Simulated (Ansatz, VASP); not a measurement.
## Sr in VASP and in Ansatz

```xyz
1
Lattice="-2.4160 2.4160 2.4160 2.4160 -2.4160 2.4160 2.4160 2.4160 -2.4160" Properties=species:S:1:pos:R:3 pbc="T T T"
Sr    0.0000    0.0000    0.0000
```

Alike in both runs: task single point; functional PBE; k mesh 15 × 15 × 15; occupations fermi-dirac, width 0.1 eV; no spin polarisation.

```csv
,VASP,Ansatz
version,VASP 6.6.1,Ansatz 0.2.0
potentials or method,"VASP PAW PBE potentials, release 64 (Sr_sv), cutoff 520 eV","plane waves (420 eV) with PAW, scalar-relativistic"
valence electrons in the cell,10,10
```

|  | VASP | Ansatz | Ansatz less VASP |
| --- | --- | --- | --- |
| pressure (GPa) | -0.4 | -0.4 | 0.00 |

With one functional, cell and mesh, what is left measures potentials, basis and numerics.
